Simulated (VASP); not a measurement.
Input of a VASP 6.6.1 run:

INCAR

```
SYSTEM = Si
ALGO = Normal
EDIFF = 1E-6
ENCUT = 520
GGA = PE
ISIF = 2
ISMEAR = 0
LASPH = .True.
LCHARG = .False.
LREAL = Auto
LWAVE = .False.
NBANDS = 163
NELECT = 250.0
NELM = 60
PREC = Accurate
SIGMA = 0.02
```

File KPOINTS:

```
k-points
0
Gamma
  1 1 1
  0 0 0
```

Contents of POSCAR:

```
Si
1.0
   10.8600000000      0.0000000000      0.0000000000
    0.0000000000     10.8600000000      0.0000000000
    0.0000000000      0.0000000000     10.8600000000
Si
63
Direct
    0.4999070902     -0.0000929098      0.0007001842
    0.6250322284      0.1250322284      0.1249426335
    0.7501639042      0.2501639042      0.0001639042
    0.8750000000      0.3750000000      0.1250000000
    0.7492351750      0.0015509208      0.2507648250
    0.8750573665      0.1250322284      0.3749677716
    0.0007648250      0.0015509208     -0.0007648250
    0.1249677716      0.1250322284      0.1250573665
    0.2484490792      0.2492351750     -0.0007648250
    0.3750000000      0.3750000000      0.1250000000
    0.5015509208      0.5007648250     -0.0007648250
    0.6250322284      0.6249677716      0.1250573665
    0.7492351750      0.7484490792     -0.0007648250
    0.8750000000      0.8750000000      0.1250000000
    0.2500929098     -0.0000929098      0.2492998158
    0.3729758748      0.1234995396      0.3765004604
    0.5015509208      0.2492351750      0.2507648250
    0.6250322284      0.3750573665      0.3749677716
    0.7501639042      0.4998360958      0.2498360958
    0.8749426335      0.6249677716      0.3749677716
    0.4998632597     -0.0001367403      0.5001367403
    0.6234995396      0.1234995396      0.6270241252
    0.7492351750      0.2492351750      0.4984490792
    0.8750000000      0.3750000000      0.6250000000
    0.7507001842     -0.0000929098      0.7499070902
    0.8749426335      0.1250322284      0.8750322284
   -0.0001639042      0.4998360958      0.0001639042
    0.1249677716      0.6249677716      0.1249426335
    0.2500929098      0.7500929098      0.0007001842
    0.3750000000      0.8750000000      0.1250000000
   -0.0001639042      0.2501639042      0.2498360958
    0.1249677716      0.3749426335      0.3749677716
    0.2484490792      0.5007648250      0.2507648250
    0.3770241252      0.6265004604      0.3765004604
    0.4999070902      0.7500929098      0.2492998158
    0.6234995396      0.8729758748      0.3765004604
   -0.0007001842     -0.0000929098      0.5000929098
    0.1265004604      0.1234995396      0.6229758748
    0.2500929098      0.2507001842      0.5000929098
    0.3750000000      0.3750000000      0.6250000000
    0.4999070902      0.4992998158      0.5000929098
    0.6234995396      0.6265004604      0.6229758748
    0.7507001842      0.7500929098      0.5000929098
    0.8750000000      0.8750000000      0.6250000000
    0.2501367403     -0.0001367403      0.7498632597
    0.3770241252      0.1234995396      0.8734995396
    0.4999070902      0.2507001842      0.7499070902
    0.6250322284      0.3749426335      0.8750322284
    0.7492351750      0.5007648250      0.7515509208
    0.8750573665      0.6249677716      0.8750322284
    0.0007648250      0.7484490792      0.2507648250
    0.1265004604      0.8770241252      0.3765004604
    0.0007648250      0.5007648250      0.4984490792
    0.1265004604      0.6265004604      0.6270241252
    0.2501367403      0.7501367403      0.5001367403
    0.4998632597      0.7501367403      0.7498632597
    0.0007648250      0.2492351750      0.7515509208
    0.1249677716      0.3750573665      0.8750322284
    0.2500929098      0.4992998158      0.7499070902
    0.3729758748      0.6265004604      0.8734995396
    0.6234995396      0.8770241252      0.8734995396
   -0.0007001842      0.7500929098      0.7499070902
    0.1265004604      0.8729758748      0.8734995396
```

Potentials or basis: VASP PAW PBE potentials, release 64 (Si).

Run with:

```console
$ cat potpaw_PBE.64/Si/POTCAR > POTCAR
$ mpirun -np 1 vasp_gam > vasp.out
```

Problem. What does it give for the largest force?

Solution. 0.012 eV/Å.

Forces in eV/Å, atoms in the order of the input:
```
Si  -0.006 -0.006  0.001
Si  -0.002 -0.002  0.003
Si   0.002  0.002  0.002
Si   0.000  0.000  0.000
Si   0.005 -0.009 -0.005
Si  -0.003 -0.002  0.002
Si  -0.005 -0.009  0.005
Si   0.002 -0.002 -0.003
Si   0.009  0.005  0.005
Si   0.000  0.000  0.000
Si  -0.009 -0.005  0.005
Si  -0.002  0.002 -0.003
Si   0.005  0.009  0.005
Si   0.000  0.000  0.000
Si   0.006 -0.006 -0.001
Si   0.001 -0.006  0.006
Si  -0.009  0.005 -0.005
Si  -0.002 -0.003  0.002
Si   0.002 -0.002 -0.002
Si   0.003  0.002  0.002
Si   0.007  0.007 -0.007
Si  -0.006 -0.006 -0.001
Si   0.005  0.005  0.009
Si   0.000  0.000  0.000
Si   0.001 -0.006 -0.006
Si   0.003 -0.002 -0.002
Si  -0.002 -0.002  0.002
Si   0.002  0.002  0.003
Si   0.006  0.006  0.001
Si   0.000  0.000  0.000
Si  -0.002  0.002 -0.002
Si   0.002  0.003  0.002
Si   0.009 -0.005 -0.005
Si  -0.001  0.006  0.006
Si  -0.006  0.006 -0.001
Si  -0.006  0.001  0.006
Si  -0.001 -0.006  0.006
Si   0.006 -0.006  0.001
Si   0.006  0.001  0.006
Si   0.000  0.000  0.000
Si  -0.006 -0.001  0.006
Si  -0.006  0.006  0.001
Si   0.001  0.006  0.006
Si   0.000  0.000  0.000
Si  -0.007  0.007  0.007
Si  -0.001 -0.006 -0.006
Si  -0.006  0.001 -0.006
Si  -0.002  0.003 -0.002
Si   0.005 -0.005 -0.009
Si  -0.003  0.002 -0.002
Si  -0.005  0.009 -0.005
Si   0.006 -0.001  0.006
Si  -0.005 -0.005  0.009
Si   0.006  0.006 -0.001
Si  -0.007 -0.007 -0.007
Si   0.007 -0.007  0.007
Si  -0.005  0.005 -0.009
Si   0.002 -0.003 -0.002
Si   0.006 -0.001 -0.006
Si   0.001  0.006 -0.006
Si  -0.006 -0.001 -0.006
Si  -0.001  0.006 -0.006
Si   0.006  0.001 -0.006
```

Caveat: the k points lie up to 0.58 Å⁻¹ apart; the cell carries a net charge on a neutralising background, which shifts energy and pressure.
